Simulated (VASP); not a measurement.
# SrTiO3 (Pm-3m) in VASP: a series of runs

The runs below take SrTiO3 through single point, with PBE.

All numbers are computed with VASP 6.6.1; they aren't measurements. Logs are shortened: lines on timing, memory, paths and dates and some standing lists are left out, and cuts for length are marked.

**1. The cell of the first run**

The structure is cubic, space group Pm-3m (No. 221). The conventional cell has a = 3.897 Å, b = 3.897 Å, c = 3.897 Å, α = 90.00°, β = 90.00°, γ = 90.00°. Sr (site symmetry m-3m) has 12 O at 2.76 Å and 8 Ti at 3.37 Å within 3.6 Å. Ti (site symmetry m-3m) has 6 O at 1.95 Å within 2.6 Å. Within 2.6 Å of O (site symmetry 4/mmm) lie 2 Ti at 1.95 Å.

**2. Single point, PBE (volume scaled by 0.97)**

The input, INCAR:

```
ALGO = Normal
EDIFF = 1E-6
ENCUT = 520
GGA = PE
ISIF = 2
ISMEAR = 0
LASPH = True
LCHARG = False
LREAL = False
LWAVE = False
NBANDS = 28
NELM = 60
PREC = Accurate
SIGMA = 0.02
```

The input, KPOINTS:

```
k-points
0
Gamma
  8 8 8
```

The input, POSCAR:

```
SrTiO3
1.0
    3.8966397416      0.0000000000      0.0000000000
    0.0000000000      3.8966397416      0.0000000000
    0.0000000000      0.0000000000      3.8966397416
Sr Ti O
1 1 3
Direct
    0.5000000000      0.5000000000      0.5000000000
    0.0000000000      0.0000000000      0.0000000000
    0.5000000000      0.0000000000      0.0000000000
    0.0000000000      0.5000000000      0.0000000000
    0.0000000000      0.0000000000      0.5000000000
```

Potentials or basis: VASP PAW PBE potentials, release 64 (Sr_sv, Ti_sv, O).

The run is started by

```console
> cat potpaw_PBE.64/Sr_sv/POTCAR potpaw_PBE.64/Ti_sv/POTCAR potpaw_PBE.64/O/POTCAR > POTCAR
> mpirun -np 1 vasp_std > vasp.out
```

OUTCAR:

```text
EDIFF = 1E-6
   ENCUT = 520
   GGA = PE
   ISIF = 2
   ISMEAR = 0
   LASPH = True
   LREAL = False
   NELM = 60
   PREC = Accurate

 ion  position               nearest neighbor table
   1  0.500  0.500  0.500-   3 2.76   4 2.76   5 2.76   3 2.76   4 2.76   3 2.76   5 2.76   3 2.76
                             4 2.76   5 2.76   4 2.76   5 2.76   2 3.37   2 3.37   2 3.37   2 3.37
   2  0.000  0.000  0.000-   3 1.95   4 1.95   5 1.95   5 1.95   4 1.95   3 1.95   1 3.37   1 3.37
                             1 3.37   1 3.37   1 3.37   1 3.37   1 3.37   1 3.37
   3  0.500  0.000  0.000-   2 1.95   2 1.95   1 2.76   1 2.76   1 2.76   1 2.76
   4  0.000  0.500  0.000-   2 1.95   2 1.95   1 2.76   1 2.76   1 2.76   1 2.76
   5  0.000  0.000  0.500-   2 1.95   2 1.95   1 2.76   1 2.76   1 2.76   1 2.76

  LATTYP: Found a simple cubic cell.
 ALAT       =     3.8966397416

  Lattice vectors:

 A1 = (   3.8966397416,   0.0000000000,   0.0000000000)
 A2 = (   0.0000000000,   3.8966397416,   0.0000000000)
 A3 = (   0.0000000000,   0.0000000000,   3.8966397416)

Analysis of symmetry for initial positions (statically):
=====================================================================
 Subroutine PRICEL returns:
 Original cell was already a primitive cell.

 Routine SETGRP: Setting up the symmetry group for a
 simple cubic supercell.

 Subroutine GETGRP returns: Found 48 space group operations
 (whereof 48 operations were pure point group operations)
 out of a pool of 48 trial point group operations.

The static configuration has the point symmetry O_h .

Analysis of symmetry for dynamics (positions and initial velocities):
=====================================================================
 Subroutine PRICEL returns:
 Original cell was already a primitive cell.

 Routine SETGRP: Setting up the symmetry group for a
 simple cubic supercell.

 Subroutine GETGRP returns: Found 48 space group operations
 (whereof 48 operations were pure point group operations)
 out of a pool of 48 trial point group operations.

The dynamic configuration has the point symmetry O_h .

 Subroutine INISYM returns: Found 48 space group operations
 (whereof 48 operations are pure point group operations),
 and found     1 'primitive' translations

----------------------------------------------------------------------------------------

                                     Primitive cell

  volume of cell :      59.1658

  direct lattice vectors                    reciprocal lattice vectors
     3.896639742  0.000000000  0.000000000     0.256631371  0.000000000  0.000000000
     0.000000000  3.896639742  0.000000000     0.000000000  0.256631371  0.000000000
     0.000000000  0.000000000  3.896639742     0.000000000  0.000000000  0.256631371

  length of vectors
     3.896639742  3.896639742  3.896639742     0.256631371  0.256631371  0.256631371

  position of ions in fractional coordinates (direct lattice)
     0.500000000  0.500000000  0.500000000
     0.000000000  0.000000000  0.000000000
     0.500000000  0.000000000  0.000000000
     0.000000000  0.500000000  0.000000000
     0.000000000  0.000000000  0.500000000

  ion indices of the primitive-cell ions
   primitive index   ion index
                 1           1
                 2           2
                 3           3
                 4           4
                 5           5

----------------------------------------------------------------------------------------

 KPOINTS: k-points

Automatic generation of k-mesh.
 Grid dimensions read from file:
 generate k-points for:    8    8    8

 Generating k-lattice:

  Cartesian coordinates                     Fractional coordinates (reciprocal lattice)
     0.032078921  0.000000000  0.000000000     0.125000000  0.000000000  0.000000000
     0.000000000  0.032078921  0.000000000     0.000000000  0.125000000  0.000000000
     0.000000000  0.000000000  0.032078921     0.000000000  0.000000000  0.125000000

  Length of vectors
     0.032078921  0.032078921  0.032078921

  Shift w.r.t. Gamma in fractional coordinates (k-lattice)
     0.000000000  0.000000000  0.000000000

 Subroutine IBZKPT returns following result:
 ===========================================

 Found     35 irreducible k-points:

 Following reciprocal coordinates:
            Coordinates               Weight
  0.000000  0.000000  0.000000      1.000000
  0.125000  0.000000  0.000000      6.000000
  0.250000  0.000000  0.000000      6.000000
  0.375000  0.000000  0.000000      6.000000
  0.500000  0.000000  0.000000      3.000000
  0.125000  0.125000  0.000000     12.000000
[... 16 lines left out ...]
  0.375000  0.375000  0.125000     24.000000
  0.500000  0.375000  0.125000     24.000000
 [... further k-points ...]
   k-points           NKPTS =     35   k-points in BZ     NKDIM =     35   number of bands    NBANDS=     28
   number of dos      NEDOS =    301   number of ions     NIONS =      5
   total plane-waves  NPLWV =  27000
   dimension x,y,z NGX =    30 NGY =   30 NGZ =   30
   dimension x,y,z NGXF=    60 NGYF=   60 NGZF=   60
   ions per type =               1   1   3
   NGX,Y,Z   is equivalent  to a cutoff of  12.80, 12.80, 12.80 a.u.
   NGXF,Y,Z  is equivalent  to a cutoff of  25.60, 25.60, 25.60 a.u.
 SYSTEM =  unknown system
   PREC   = accura    normal or accurate (medium, high low for compatibility)
   ISTART =      0    job   : 0-new  1-cont  2-samecut
   ICHARG =      2    charge: 1-file 2-atom 10-const
   ISPIN  =      1    spin polarized calculation?
   LNONCOLLINEAR =      F non collinear calculations
   LSORBIT =      F    spin-orbit coupling
   LASPH  =      T    aspherical Exc in radial PAW
   ENCUT  =  520.0 eV  38.22 Ry    6.18 a.u.   7.25  7.25  7.25*2*pi/ulx,y,z
   NELM   =     60;   NELMIN=  2; NELMDL= -5     # of ELM steps
   EDIFF  = 0.1E-05   stopping-criterion for ELM
   LREAL  =      F    real-space projection
[... 7 lines left out ...]
   TEBEG  =    0.0;   TEEND  =   0.0 temperature during run
   PSTRESS=    0.0 pullay stress
   NELECT =      40.0000    total number of electrons
   NUPDOWN=      -1.0000    fix difference up-down
   EMIN   =  10.00;   EMAX   =-10.00  energy-range for DOS
   EFERMI =   0.00;   METHOD = LEGACY
   ISMEAR =     0;   SIGMA  =   0.02  broadening in eV -4-tet -1-fermi 0-gaus
   EFERMI_NEDOS =   21; number of points for ismear=-14 and -15
   IALGO  =     38    algorithm
   IMIX   =      4    mixing-type and parameters
     AMIX     =   0.40;   BMIX     =  1.00
     AMIX_MAG =   1.60;   BMIX_MAG =  1.00
  volume/ion in A,a.u.               =      11.83        79.85
  Fermi-wavevector in a.u.,A,eV,Ry     =   1.436827  2.715210 28.088856  2.064473
  Thomas-Fermi vector in A             =   2.555973
   LORBIT       =      0    0 simple, 1 ext, 2 COOP (PROOUT), +10 PAW based schemes
   GGA     = PE    functional components
   LHFCALC =     F    Hartree Fock is set to
   AEXX    =    0.0000 exact exchange contribution
   IVDW    =     0    specifies the selected vdW correction
   LEPSILON=     F    determine dielectric tensor
   LRPA    =     F    only Hartree local field effects (RPA)
 non-spin polarized calculation
 Gauss-broadening in eV      SIGMA  =   0.02
  energy-cutoff  :      520.00
  volume of cell :       59.17
 maximum number of plane-waves:      1622
 NGX is ok and might be reduce to    30
   NGX = 15   NGY = 15   NGZ = 15

 number of electron      40.0000010 magnetization

 Free energy of the ion-electron system (eV)
  ---------------------------------------------------
  ext. energy  EPLUGINS =         0.00000000
  ---------------------------------------------------
  free energy    TOTEN  =       -40.06278562 eV

  energy without entropy =      -40.06278562  energy(sigma->0) =      -40.06278562

 E-fermi :   4.3412     XC(G=0): -11.3049

 val. band max:        4.2184065958   @ k =   0.5000   0.5000   0.5000
 cond. band min:       6.0862794383   @ k =   0.0000   0.0000   0.0000
 fundamental gap:      1.8678728425
 Fermi energy:         4.3411660273

 k-point     1 :       0.0000    0.0000    0.0000
  band No.  band energies     occupation
      1     -52.2195      2.00000
      2     -28.5524      2.00000
      3     -28.4700      2.00000
      4     -28.4700      2.00000
      5     -28.4700      2.00000
      6     -13.2336      2.00000
[... 20 lines left out ...]
     27       9.6277      0.00000
     28      10.4875      0.00000

 k-point     2 :       0.1250    0.0000    0.0000
  band No.  band energies     occupation
      1     -52.2193      2.00000
      2     -28.5711      2.00000
      3     -28.4696      2.00000
      4     -28.4696      2.00000
      5     -28.4585      2.00000
      6     -13.2400      2.00000
[... 20 lines left out ...]
     27       9.9063      0.00000
     28      10.8604      0.00000

 k-point     3 :       0.2500    0.0000    0.0000
  band No.  band energies     occupation
      1     -52.2187      2.00000
      2     -28.6078      2.00000
      3     -28.4685      2.00000
      4     -28.4685      2.00000
      5     -28.4391      2.00000
      6     -13.3062      2.00000
[... 20 lines left out ...]
     27      10.5757      0.00000
     28      11.8759      0.00000

 k-point     4 :       0.3750    0.0000    0.0000
  band No.  band energies     occupation
      1     -52.2181      2.00000
      2     -28.6397      2.00000
      3     -28.4674      2.00000
      4     -28.4674      2.00000
      5     -28.4242      2.00000
      6     -13.4136      2.00000
[... 578 lines left out ...]
     27      12.3869      0.00000
     28      12.6686      0.00000

 k-point    23 :       0.3750    0.3750    0.1250
  band No.  band energies     occupation
      1     -52.2165      2.00000
      2     -28.5759      2.00000
      3     -28.5304      2.00000
      4     -28.4777      2.00000
      5     -28.4639      2.00000
      6     -12.8229      2.00000
[... 20 lines left out ...]
     27      12.4522      0.00000
     28      12.8942      0.00000

 k-point    24 :       0.5000    0.3750    0.1250
  band No.  band energies     occupation
      1     -52.2163      2.00000
      2     -28.5692      2.00000
      3     -28.5300      2.00000
      4     -28.4803      2.00000
      5     -28.4754      2.00000
      6     -12.7336      2.00000
[... 20 lines left out ...]
     27      12.4884      0.00000
     28      13.0029      0.00000

 [... further k-points ...]
[... 5 lines left out ...]
  --------------------------------------------------------------------------------------
  -------------------------------------------------------------------------------------
  Total        2.2978470      2.2978470      2.2978470      0.0000000     -0.0000000     -0.0000000
  in kB       62.2244292     62.2244292     62.2244292      0.0000000     -0.0000000     -0.0000000
  external PRESSURE =      62.2244292 kB  Pullay stress =       0.0000000 kB

 VOLUME and BASIS-vectors are now :
 -----------------------------------------------------------------------------
  energy-cutoff  :      520.00
  volume of cell :       59.17
      direct lattice vectors                 reciprocal lattice vectors
     3.896639742  0.000000000  0.000000000     0.256631371  0.000000000  0.000000000
     0.000000000  3.896639742  0.000000000     0.000000000  0.256631371  0.000000000
     0.000000000  0.000000000  3.896639742     0.000000000  0.000000000  0.256631371

 POSITION                                       TOTAL-FORCE (eV/Angst)
 -----------------------------------------------------------------------------------
      1.94832      1.94832      1.94832         0.000000      0.000000      0.000000
      0.00000      0.00000      0.00000         0.000000      0.000000      0.000000
      1.94832      0.00000      0.00000         0.000000      0.000000      0.000000
      0.00000      1.94832      0.00000         0.000000      0.000000      0.000000
      0.00000      0.00000      1.94832         0.000000      0.000000      0.000000
 -----------------------------------------------------------------------------------
    total drift:                                0.000000     -0.000000      0.000000

  FREE ENERGIE OF THE ION-ELECTRON SYSTEM (eV)
  ---------------------------------------------------
  free  energy   TOTEN  =       -40.0627856249 eV

  energy  without entropy=      -40.0627856249  energy(sigma->0) =      -40.06278562
```

It took 2 min on 1 thread of AMD EPYC 7R13, shared host; peak memory 0.18 GiB.

What came out:

```
Free energy            : -40.0628 eV
Pressure               : 6.2 GPa
Band gap on the k mesh : 1.87 eV, indirect (least direct gap 2.22 eV)
```

Caveat: the cell differs from its parent crystal (volume scaled by 0.97).

**3. Single point, PBE**

This run uses another cell than the first one, of 12.20 Å³/atom, 1.031 times its volume.

The input, INCAR:

```
SYSTEM = SrTiO3
PREC = Accurate
ENCUT = 520
EDIFF = 1E-6
ISMEAR = 0
SIGMA = 0.02
LREAL = .FALSE.
LASPH = .TRUE.
NELM = 100
ALGO = Normal
ISIF = 2
LWAVE = .FALSE.
LCHARG = .FALSE.
GGA = PE
NBANDS = 28
```

The input, KPOINTS:

```
Automatic mesh
0
G
  8 8 8
  0 0 0
```

Changes to POSCAR since step 2:

```diff
@@ -2,5 +2,5 @@
 1.0
-    3.8966397416      0.0000000000      0.0000000000
-    0.0000000000      3.8966397416      0.0000000000
-    0.0000000000      0.0000000000      3.8966397416
+    3.9364041180      0.0000000000      0.0000000000
+    0.0000000000      3.9364041180      0.0000000000
+    0.0000000000      0.0000000000      3.9364041180
 Sr Ti O
```

Potentials or basis: VASP PAW PBE potentials, release 64 (Sr_sv, Ti_sv, O).

The run is started by

```console
> cat potpaw_PBE.64/Sr_sv/POTCAR potpaw_PBE.64/Ti_sv/POTCAR potpaw_PBE.64/O/POTCAR > POTCAR
> mpirun -np 1 vasp_std > vasp.out
```

It took 1.9 min on 1 thread of AMD EPYC 7R13, shared host; peak memory 0.18 GiB.

It converged, with:

| Item | Value |
| --- | --- |
| Free energy | -40.1033 eV |
| Pressure | 0.6 GPa |
| Band gap on the k mesh | 1.81 eV, indirect (least direct gap 2.18 eV) |

Levels at points of the mesh, in eV from the valence-band top:
| k point | band 18 | band 19 | band 20 | band 21 | band 22 | band 23 |
| --- | --- | --- | --- | --- | --- | --- |
| (0.00, 0.00, 0.00) | -0.37 | -0.37 | -0.37 | 1.81 | 1.81 | 1.81 |
| (0.50, 0.00, 0.00) | -1.91 | -0.73 | -0.73 | 1.97 | 3.66 | 3.66 |
| (0.50, 0.50, 0.00) | -1.54 | -1.54 | -0.09 | 3.66 | 3.66 | 4.11 |
| (0.50, 0.50, 0.50) | 0.00 | 0.00 | 0.00 | 4.31 | 4.31 | 4.31 |

A k mesh can miss the band edges.

**4. Single point, PBE**

This run uses another cell than the first one, of 12.20 Å³/atom, 1.031 times its volume.

The input, INCAR:

```
PREC     = Accurate       # precision mode
ENCUT    = 520            # plane-wave cutoff, eV
EDIFF    = 1E-7           # SCF threshold, eV
ISMEAR   = 0              # smearing method
SIGMA    = 0.02           # smearing width, eV
LREAL    = F              # projectors in reciprocal space
LASPH    = T              # aspherical terms in the spheres
NELM     = 100            # most SCF steps
ALGO     = Normal         # electronic algorithm
ISIF     = 2              # what is computed and relaxed
LWAVE    = F              # write WAVECAR
LCHARG   = F              # write CHGCAR
GGA      = PE             # functional
NBANDS   = 28             # bands
```

The input, KPOINTS:

```
regular mesh
0
Gamma
  8 8 8
```

POSCAR is that of step 3.

Potentials or basis: VASP PAW PBE potentials, release 64 (Sr_sv, Ti_sv, O).

The run is started by

```console
> cat potpaw_PBE.64/Sr_sv/POTCAR potpaw_PBE.64/Ti_sv/POTCAR potpaw_PBE.64/O/POTCAR > POTCAR
> mpirun -np 1 vasp_std > vasp.out
```

OUTCAR:

```text
PREC = Accurate
   ENCUT = 520
   EDIFF = 1E-7
   ISMEAR = 0
   LREAL = F
   LASPH = T
   NELM = 100
   ISIF = 2
   GGA = PE

 ion  position               nearest neighbor table
   1  0.500  0.500  0.500-   3 2.78   4 2.78   5 2.78   3 2.78   4 2.78   3 2.78   5 2.78   3 2.78
                             4 2.78   5 2.78   4 2.78   5 2.78   2 3.41   2 3.41   2 3.41   2 3.41
   2  0.000  0.000  0.000-   3 1.97   4 1.97   5 1.97   5 1.97   4 1.97   3 1.97   1 3.41   1 3.41
                             1 3.41   1 3.41   1 3.41   1 3.41   1 3.41   1 3.41
   3  0.500  0.000  0.000-   2 1.97   2 1.97   1 2.78   1 2.78   1 2.78   1 2.78
[... 951 lines left out ...]
  -------------------------------------------------------------------------------------
  Total        0.2383061      0.2383061      0.2383061     -0.0000000     -0.0000000      0.0000000
  in kB        6.2596024      6.2596024      6.2596024     -0.0000000     -0.0000000      0.0000000
  external PRESSURE =       6.2596024 kB  Pullay stress =       0.0000000 kB

 VOLUME and BASIS-vectors are now :
 -----------------------------------------------------------------------------
  energy-cutoff  :      520.00
  volume of cell :       61.00
      direct lattice vectors                 reciprocal lattice vectors
     3.936404118  0.000000000  0.000000000     0.254038958  0.000000000  0.000000000
     0.000000000  3.936404118  0.000000000     0.000000000  0.254038958  0.000000000
     0.000000000  0.000000000  3.936404118     0.000000000  0.000000000  0.254038958

 POSITION                                       TOTAL-FORCE (eV/Angst)
 -----------------------------------------------------------------------------------
      1.96820      1.96820      1.96820         0.000000      0.000000      0.000000
      0.00000      0.00000      0.00000         0.000000      0.000000      0.000000
      1.96820      0.00000      0.00000         0.000000      0.000000      0.000000
      0.00000      1.96820      0.00000         0.000000      0.000000      0.000000
      0.00000      0.00000      1.96820         0.000000      0.000000      0.000000
 -----------------------------------------------------------------------------------
    total drift:                                0.000000     -0.000000      0.000000

  FREE ENERGIE OF THE ION-ELECTRON SYSTEM (eV)
  ---------------------------------------------------
  free  energy   TOTEN  =       -40.1032641532 eV

  energy  without entropy=      -40.1032641532  energy(sigma->0) =      -40.10326415
```

stdout:

```text
POSCAR found type information on POSCAR SrTiO
 POSCAR found :  3 types and       5 ions
 scaLAPACK will be used
 LDA part: xc-table for (Slater+PW92), standard interpolation
 POSCAR, INCAR and KPOINTS ok, starting setup
 FFT: planning ... GRIDC
 FFT: planning ... GRID_SOFT
 FFT: planning ... GRID
 WAVECAR not read
 entering main loop
```

Wall time 2 min (1 thread of AMD EPYC 7R13, shared host); peak memory 0.18 GiB.

Results:

* Free energy: -40.1033 eV
* Pressure: 0.6 GPa
* Band gap on the k mesh: 1.81 eV, indirect (least direct gap 2.18 eV)

Levels at points of the mesh, in eV from the valence-band top:
| k point | band 16 | band 17 | band 18 | band 19 | band 20 | band 21 | band 22 | band 23 | band 24 | band 25 |
| --- | --- | --- | --- | --- | --- | --- | --- | --- | --- | --- |
| (0.00, 0.00, 0.00) | -1.13 | -1.13 | -0.37 | -0.37 | -0.37 | 1.81 | 1.81 | 1.81 | 4.14 | 4.14 |
| (0.50, 0.00, 0.00) | -2.29 | -2.29 | -1.91 | -0.73 | -0.73 | 1.97 | 3.66 | 3.66 | 4.15 | 6.28 |
| (0.50, 0.50, 0.00) | -2.77 | -1.74 | -1.54 | -1.54 | -0.09 | 3.66 | 3.66 | 4.11 | 5.08 | 7.77 |
| (0.50, 0.50, 0.50) | -3.67 | -3.67 | 0.00 | 0.00 | 0.00 | 4.31 | 4.31 | 4.31 | 6.85 | 6.85 |

A k mesh can miss the band edges. PBE gaps usually lie below the measured ones, often by a third to a half.
